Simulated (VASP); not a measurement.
Set up this calculation in VASP 6.6.1, as the native input.

```yaml
Task: single point
Functional: BLYP
Potentials_or_basis: VASP PAW PBE potentials, release 64 (Ni, Mo_sv, Pd, Ir, W_sv)
Cutoff: 520 eV
k_mesh: 8 × 8 × 2
Occupations: fermi-dirac, width 0.05 eV
Spin: collinear spin, ferromagnetic start
Starting_moments: "[1.0, 1.0, 0.0, 0.6, 0.0] μB"
Dipole_correction: no
Further_INCAR_settings: ALGO = Normal; EDIFF = 1e-06; NBANDS = 40
```

The structure of NiMoIrPdW lies in POSCAR:

```
NiMoIrPdW
1.0
    2.8110376668      0.0000000000      0.0000000000
   -1.4055188334      2.4344300304      0.0000000000
    0.0000000000      0.0000000000     11.1926350917
Ni Mo Pd Ir W
1 1 1 1 1
Direct
    0.3333333333      0.6666666667      0.5952452144
    0.0000000000      0.0000000000      0.4112261903
    0.6666666667      0.3333333333      0.7956623475
    0.6666666667      0.3333333333      0.1996004128
    0.3333333333      0.6666666667      0.9982658350
```

One way to write it, as run:

INCAR

```
AGGAC    = 1.0          
AGGAX    = 1.0          
ALDAC    = 0.0          
ALDAX    = 1.0          
ALGO     = Normal         # electronic algorithm
EDIFF    = 1E-6           # SCF threshold, eV
ENCUT    = 520            # plane-wave cutoff, eV
GGA      = B5             # functional
ISIF     = 2              # what is computed and relaxed
ISMEAR   = -1             # smearing method
ISPIN    = 2              # spin polarisation
LASPH    = T              # aspherical terms in the spheres
LCHARG   = T              # write CHGCAR
LELF     = T              # ELF
LMAXMIX  = 4              # l up to which the mixer works
LORBIT   = 11             # projections on sites
LREAL    = F              # projectors in reciprocal space
LVHAR    = T            
LWAVE    = F              # write WAVECAR
MAGMOM   = 1 1 0 0.6 0    # initial moments
NBANDS   = 40             # bands
NELM     = 150            # most SCF steps
PREC     = Accurate       # precision mode
SIGMA    = 0.05           # smearing width, eV
```

KPOINTS

```
k-points
0
Gamma
  8 8 2
```

Potentials or basis: VASP PAW PBE potentials, release 64 (Ni, Mo_sv, Pd, Ir, W_sv).

Run with:

```sh
$ cat potpaw_PBE.64/Ni/POTCAR potpaw_PBE.64/Mo_sv/POTCAR potpaw_PBE.64/Pd/POTCAR potpaw_PBE.64/Ir/POTCAR potpaw_PBE.64/W_sv/POTCAR > POTCAR
$ mpirun -np 1 vasp_std > vasp.out
```

It gave:

| Item | Value |
| --- | --- |
| Pressure | 1.1 GPa |
| Largest force | 0.050 eV/Å |
| Net moment | 0.00 μB per cell |
| Valence electrons inside the program's atomic spheres | Ni 9.17; Mo 12.42; Pd 9.50; Ir 8.32; W 12.02 |

Caveat: the PAW data sets were made with another functional, which shifts forces and pressure a little.

Wall time 8.2 min on 1 thread of Intel Xeon 8259CL (shared host), peak memory 0.33 GiB.
